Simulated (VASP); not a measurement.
Wanted: the native input for a VASP 6.6.1 run.

* Task: single point
* Functional: LDA
* Potentials or basis: VASP PAW LDA potentials, release 64 (Al)
* Cutoff: 520 eV
* k mesh: 5 × 4 × 1
* Occupations: gaussian, width 0.1 eV
* Spin: no spin polarisation
* Dipole correction: yes
* Further INCAR settings: LREAL = Auto; ALGO = Normal; EDIFF = 1e-07; NBANDS = 40

The structure of Al lies in POSCAR:

```
Al
1.0
    5.6343731020      0.0000000000      0.0000000000
    0.0000000000      7.9682068563      0.0000000000
    0.0000000000      0.0000000000     19.6723116275
Al
17
Direct
    0.2500000000      0.2500000000      0.2033314679
    0.2500000000      0.7500000000      0.2033314679
    0.7500000000      0.2500000000      0.2033314679
    0.7500000000      0.7500000000      0.2033314679
    0.0000000000      0.0000000000      0.2749343025
    0.0000000000      0.5000000000      0.2749343025
    0.5000000000      0.0000000000      0.2749343025
    0.5000000000      0.5000000000      0.2749343025
    0.2500000000      0.2500000000      0.3484027381
    0.2500000000      0.7500000000      0.3484027381
    0.7500000000      0.2500000000      0.3484027381
    0.7500000000      0.7500000000      0.3484027381
    0.0000000000      0.0000000000      0.4154220298
    0.0000000000      0.5000000000      0.4154220298
    0.5000000000      0.0000000000      0.4154220298
    0.5000000000      0.5000000000      0.4154220298
    0.0833333333      0.1250000000      0.5310531331
```

These files were run (other wordings do the same):

INCAR

```
PREC     = Accurate       # precision mode
ENCUT    = 520            # plane-wave cutoff, eV
EDIFF    = 1E-7           # SCF threshold, eV
ISMEAR   = 0              # smearing method
SIGMA    = 0.1            # smearing width, eV
LREAL    = Auto         
LASPH    = True           # aspherical terms in the spheres
NELM     = 100            # most SCF steps
ALGO     = Normal         # electronic algorithm
ISIF     = 2              # what is computed and relaxed
LWAVE    = False          # write WAVECAR
LCHARG   = False          # write CHGCAR
LDIPOL   = True         
IDIPOL   = 3            
DIPOL    = 0.5 0.5 0.323
NBANDS   = 40             # bands
```

KPOINTS

```
regular mesh
0
Gamma
  5 4 1
```

Potentials or basis: VASP PAW LDA potentials, release 64 (Al).

Run with:

```console
$ cat potpaw_LDA.64/Al/POTCAR > POTCAR
$ mpirun -np 1 vasp_std > vasp.out
```

It gave:

```yaml
Largest_force: 0.783 eV/Å
Band_gap_on_the_k_mesh: zero (an odd number of electrons rules out a gap without spin polarisation)
```

It took 9.3 min on 1 thread of Intel(R) Xeon(R) 6975P-C (Granite Rapids) (shared host), peak memory 0.66 GiB.
